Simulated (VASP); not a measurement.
# Pd (P6_3/mmc) in VASP: further runs

Runs on Pd. Level: PBE. Tasks: single point, relaxation of shape and atoms at fixed volume.

Everything below comes from runs of VASP 6.6.1. Logs are shortened: lines on timing, memory, paths and dates and some standing lists are left out, and cuts for length are marked.

### 1 The cell of the first run

It takes space group P6_3/mmc (No. 194, hexagonal). The conventional cell has a = 2.344 Å, b = 2.344 Å, c = 3.891 Å, α = 90.00°, β = 90.00°, γ = 120.00°. Within 3.1 Å of Pd (site symmetry -6m2) lie 12 Pd at 2.34 to 2.37 Å.

### 2 Single point, PBE

File INCAR:

```
SYSTEM = Pd
  ALGO = Normal
  EDIFF = 1E-6
  ENCUT = 500
  GGA = PE
  GGA_COMPAT = .FALSE.
  ISIF = 2
  ISMEAR = -1
  LASPH = .TRUE.
  LCHARG = .TRUE.
  LELF = .TRUE.
  LREAL = .FALSE.
  LVHAR = .TRUE.
  LWAVE = .FALSE.
  NBANDS = 17
  NELM = 120
  PREC = Accurate
  SIGMA = 0.1
```

File KPOINTS:

```
k-points
0
G
  26 26 14
  0 0 0
```

File POSCAR:

```
Pd
1.0
    2.3441256240      0.0000000000      0.0000000000
   -1.1720628120      2.0300723401      0.0000000000
    0.0000000000      0.0000000000      3.8907271351
Pd
2
Direct
    0.3333333333      0.6666666667      0.2500000000
    0.6666666667      0.3333333333      0.7500000000
```

Potentials or basis: VASP PAW PBE potentials, release 64 (Pd).

The run is started by

```console
cat potpaw_PBE.64/Pd/POTCAR > POTCAR
mpirun -np 1 vasp_std > vasp.out
```

OUTCAR:

```text
SYSTEM = Pd
   EDIFF = 1E-6
   ENCUT = 500
   GGA = PE
   ISIF = 2
   ISMEAR = -1
   LASPH = .TRUE.
   LREAL = .FALSE.
   NELM = 120
   PREC = Accurate

 ion  position               nearest neighbor table
   1  0.333  0.667  0.250-   2 2.37   2 2.37   2 2.37   2 2.37   2 2.37   2 2.37   2 3.33   2 3.33
                             2 3.33   2 3.33   2 3.33   2 3.33
   2  0.667  0.333  0.750-   1 2.37   1 2.37   1 2.37   1 2.37   1 2.37   1 2.37   1 3.33   1 3.33
                             1 3.33   1 3.33   1 3.33   1 3.33

  LATTYP: Found a hexagonal cell.
 ALAT       =     2.3441256240
 C/A-ratio  =     1.6597775713

  Lattice vectors:

 A1 = (   2.3441256240,   0.0000000000,   0.0000000000)
 A2 = (  -1.1720628120,   2.0300723401,   0.0000000000)
 A3 = (   0.0000000000,   0.0000000000,   3.8907271351)

Analysis of symmetry for initial positions (statically):
=====================================================================
 Subroutine PRICEL returns:
 Original cell was already a primitive cell.

 Routine SETGRP: Setting up the symmetry group for a
 hexagonal supercell.

 Subroutine GETGRP returns: Found 24 space group operations
 (whereof 12 operations were pure point group operations)
 out of a pool of 24 trial point group operations.

The static configuration has the point symmetry D_3d.
 The point group associated with its full space group is D_6h.

Analysis of symmetry for dynamics (positions and initial velocities):
=====================================================================
 Subroutine PRICEL returns:
 Original cell was already a primitive cell.

 Routine SETGRP: Setting up the symmetry group for a
 hexagonal supercell.

 Subroutine GETGRP returns: Found 24 space group operations
 (whereof 12 operations were pure point group operations)
 out of a pool of 24 trial point group operations.

The dynamic configuration has the point symmetry D_3d.
 The point group associated with its full space group is D_6h.

 Subroutine INISYM returns: Found 24 space group operations
 (whereof 12 operations are pure point group operations),
 and found     1 'primitive' translations

----------------------------------------------------------------------------------------

                                     Primitive cell

  volume of cell :      18.5150

  direct lattice vectors                    reciprocal lattice vectors
     2.344125624  0.000000000  0.000000000     0.426598297  0.246296642  0.000000000
    -1.172062812  2.030072340  0.000000000     0.000000000  0.492593284  0.000000000
     0.000000000  0.000000000  3.890727135     0.000000000  0.000000000  0.257021365

  length of vectors
     2.344125624  2.344125624  3.890727135     0.492593284  0.492593284  0.257021365

  position of ions in fractional coordinates (direct lattice)
     0.333333333  0.666666667  0.250000000
     0.666666667  0.333333333  0.750000000

  ion indices of the primitive-cell ions
   primitive index   ion index
                 1           1
                 2           2

----------------------------------------------------------------------------------------

 KPOINTS: k-points

Automatic generation of k-mesh.
 Grid dimensions read from file:
 generate k-points for:   26   26   14

 Generating k-lattice:

  Cartesian coordinates                     Fractional coordinates (reciprocal lattice)
     0.016407627  0.009472948  0.000000000     0.038461538  0.000000000  0.000000000
     0.000000000  0.018945896  0.000000000     0.000000000  0.038461538  0.000000000
     0.000000000  0.000000000  0.018358669     0.000000000  0.000000000  0.071428571

  Length of vectors
     0.018945896  0.018945896  0.018358669

  Shift w.r.t. Gamma in fractional coordinates (k-lattice)
     0.000000000  0.000000000  0.000000000

 Subroutine IBZKPT returns following result:
 ===========================================

 Found    560 irreducible k-points:

 Following reciprocal coordinates:
            Coordinates               Weight
  0.000000  0.000000  0.000000      1.000000
  0.038462  0.000000  0.000000      6.000000
  0.076923  0.000000  0.000000      6.000000
  0.115385  0.000000  0.000000      6.000000
  0.153846 -0.000000  0.000000      6.000000
  0.192308  0.000000  0.000000      6.000000
[... 16 lines left out ...]
  0.346154  0.038462  0.000000     12.000000
  0.384615  0.038462  0.000000     12.000000
 [... further k-points ...]
   k-points           NKPTS =    560   k-points in BZ     NKDIM =    560   number of bands    NBANDS=     17
   number of dos      NEDOS =    301   number of ions     NIONS =      2
   total plane-waves  NPLWV =   9072
   dimension x,y,z NGX =    18 NGY =   18 NGZ =   28
   dimension x,y,z NGXF=    36 NGYF=   36 NGZF=   56
   ions per type =               2
   NGX,Y,Z   is equivalent  to a cutoff of  12.77, 12.77, 11.96 a.u.
   NGXF,Y,Z  is equivalent  to a cutoff of  25.53, 25.53, 23.93 a.u.
 SYSTEM =  Pd
   PREC   = accura    normal or accurate (medium, high low for compatibility)
   ISTART =      0    job   : 0-new  1-cont  2-samecut
   ICHARG =      2    charge: 1-file 2-atom 10-const
   ISPIN  =      1    spin polarized calculation?
   LNONCOLLINEAR =      F non collinear calculations
   LSORBIT =      F    spin-orbit coupling
   LASPH  =      T    aspherical Exc in radial PAW
   ENCUT  =  500.0 eV  36.75 Ry    6.06 a.u.   4.27  4.27  7.09*2*pi/ulx,y,z
   NELM   =    120;   NELMIN=  2; NELMDL= -5     # of ELM steps
   EDIFF  = 0.1E-05   stopping-criterion for ELM
   LREAL  =      F    real-space projection
   EDIFFG = 0.1E-04   stopping-criterion for IOM
   NSW    =      0    number of steps for IOM
   IBRION =     -1    ionic relax: 0-MD 1-quasi-New 2-CG
   NFREE  =      0    steps in history (QN), initial steepest desc. (CG)
   ISIF   =      2    stress and relaxation
   ISYM   =      2    0-nonsym 1-usesym 2-fastsym
   POTIM  = 0.5000    time-step for ionic-motion
   TEBEG  =    0.0;   TEEND  =   0.0 temperature during run
   PSTRESS=    0.0 pullay stress
   NELECT =      20.0000    total number of electrons
   NUPDOWN=      -1.0000    fix difference up-down
   EMIN   =  10.00;   EMAX   =-10.00  energy-range for DOS
   EFERMI =   0.00;   METHOD = LEGACY
   ISMEAR =    -1;   SIGMA  =   0.10  broadening in eV -4-tet -1-fermi 0-gaus
   EFERMI_NEDOS =   21; number of points for ismear=-14 and -15
   IALGO  =     38    algorithm
   IMIX   =      4    mixing-type and parameters
     AMIX     =   0.40;   BMIX     =  1.00
     AMIX_MAG =   1.60;   BMIX_MAG =  1.00
  volume/ion in A,a.u.               =       9.26        62.47
  Fermi-wavevector in a.u.,A,eV,Ry     =   1.679747  3.174261 38.389500  2.821549
  Thomas-Fermi vector in A             =   2.763604
   LORBIT       =      0    0 simple, 1 ext, 2 COOP (PROOUT), +10 PAW based schemes
   GGA     = PE    functional components
   LHFCALC =     F    Hartree Fock is set to
   AEXX    =    0.0000 exact exchange contribution
   IVDW    =     0    specifies the selected vdW correction
   LEPSILON=     F    determine dielectric tensor
   LRPA    =     F    only Hartree local field effects (RPA)
 non-spin polarized calculation
  energy-cutoff  :      500.00
  volume of cell :       18.51
 maximum number of plane-waves:       488
 NGX is ok and might be reduce to    18
   NGX =  9   NGY =  9   NGZ = 15

 number of electron      19.9999998 magnetization

 Free energy of the ion-electron system (eV)
  ---------------------------------------------------
  ext. energy  EPLUGINS =         0.00000000
  ---------------------------------------------------
  free energy    TOTEN  =        -3.02129462 eV

  energy without entropy =       -2.94397636  energy(sigma->0) =       -2.98263549

 E-fermi :  20.1799     XC(G=0): -16.2943

 val. band max:       20.1796660726   @ k =   0.4231   0.0769   0.0000
 cond. band min:      20.1815718535   @ k =   0.4615   0.0769   0.0000
 fundamental gap:      0.0019057809
 Fermi energy:        20.1799499580

 k-point     1 :       0.0000    0.0000    0.0000
  band No.  band energies     occupation
      1       8.8173      2.00000
      2       9.8958      2.00000
      3      13.9576      2.00000
      4      14.3190      2.00000
      5      14.3190      2.00000
      6      15.1242      2.00000
[... 9 lines left out ...]
     16      40.1027      0.00000
     17      44.2470      0.00000

 k-point     2 :       0.0385    0.0000    0.0000
  band No.  band energies     occupation
      1       8.8945      2.00000
      2       9.9586      2.00000
      3      13.8668      2.00000
      4      14.3842      2.00000
      5      14.3911      2.00000
      6      15.0843      2.00000
[... 9 lines left out ...]
     16      40.2408      0.00000
     17      44.2692      0.00000

 k-point     3 :       0.0769    0.0000    0.0000
  band No.  band energies     occupation
      1       9.1201      2.00000
      2      10.1382      2.00000
      3      13.6585      2.00000
      4      14.5493      2.00000
      5      14.5782      2.00000
      6      14.9833      2.00000
[... 9 lines left out ...]
     16      40.6417      0.00000
     17      44.7015      0.00000

 k-point     4 :       0.1154    0.0000    0.0000
  band No.  band energies     occupation
      1       9.4746      2.00000
      2      10.4051      2.00000
      3      13.3994      2.00000
      4      14.6486      2.00000
      5      14.8965      2.00000
      6      14.9736      2.00000
[... 9 lines left out ...]
     16      41.2499      0.00000
     17      43.3566      0.00000
[... 343 lines left out ...]
      1      10.2277      2.00000
      2      11.2853      2.00000
      3      11.5488      2.00000
      4      14.4475      2.00000
      5      14.5965      2.00000
      6      14.8331      2.00000
[... 9 lines left out ...]
     16      38.8933      0.00000
     17      42.7954      0.00000

 k-point    23 :       0.3462    0.0385    0.0000
  band No.  band energies     occupation
      1       9.9695      2.00000
      2      11.0782      2.00000
      3      11.1933      2.00000
      4      14.4370      2.00000
      5      14.9875      2.00000
      6      15.2070      2.00000
[... 9 lines left out ...]
     16      37.8354      0.00000
     17      42.0175      0.00000

 k-point    24 :       0.3846    0.0385    0.0000
  band No.  band energies     occupation
      1       9.7575      2.00000
      2      10.7194      2.00000
      3      11.0857      2.00000
      4      14.3178      2.00000
      5      15.0337      2.00000
      6      15.3335      2.00000
[... 9 lines left out ...]
     16      36.9348      0.00000
     17      40.6072      0.00000

 [... further k-points ...]
[... 5 lines left out ...]
  --------------------------------------------------------------------------------------
  -------------------------------------------------------------------------------------
  Total       37.5752243     37.5752243     37.6244116     -0.0000000      0.0000000      0.0000000
  in kB     3251.5391989   3251.5391990   3255.7955794     -0.0000000      0.0000000      0.0000000
  external PRESSURE =    3252.9579924 kB  Pullay stress =       0.0000000 kB

 VOLUME and BASIS-vectors are now :
 -----------------------------------------------------------------------------
  energy-cutoff  :      500.00
  volume of cell :       18.51
      direct lattice vectors                 reciprocal lattice vectors
     2.344125624  0.000000000  0.000000000     0.426598297  0.246296642  0.000000000
    -1.172062812  2.030072340  0.000000000     0.000000000  0.492593284  0.000000000
     0.000000000  0.000000000  3.890727135     0.000000000  0.000000000  0.257021365

 POSITION                                       TOTAL-FORCE (eV/Angst)
 -----------------------------------------------------------------------------------
     -0.00000      1.35338      0.97268        -0.000000      0.000000      0.000000
      1.17206      0.67669      2.91805         0.000000      0.000000      0.000000
 -----------------------------------------------------------------------------------
    total drift:                               -0.000000      0.000000     -0.000000

  FREE ENERGIE OF THE ION-ELECTRON SYSTEM (eV)
  ---------------------------------------------------
  free  energy   TOTEN  =        -3.0212946240 eV

  energy  without entropy=       -2.9439763620  energy(sigma->0) =       -2.98263549
```

It took 5.1 min on 1 thread of AMD EPYC 7R13, shared host; peak memory 0.21 GiB.

Results:

```yaml
Free_energy: -3.0213 eV
Pressure: 325.3 GPa
Band_gap_on_the_k_mesh: zero (band 10 reaches 20.72 eV, above the bottom of band 11 at 18.68 eV)
```

Levels at points of the mesh, in eV from the Fermi level:
```csv
k point,band 7,band 8,band 9,band 10,band 11,band 12,band 13,band 14
"(0.00, 0.00, 0.00)",-5.06,-3.67,-3.67,-0.60,-0.60,-0.14,11.88,16.19
"(0.50, 0.00, 0.00)",-3.82,0.09,0.16,0.54,3.95,7.05,13.44,13.55
"(0.00, 0.00, 0.50)",-5.74,-5.74,-1.50,-1.50,-1.50,-1.50,15.61,15.61
"(0.50, 0.00, 0.50)",-1.28,-1.28,0.35,0.35,3.17,3.17,13.08,13.08
```

[end of part 1 of 2]
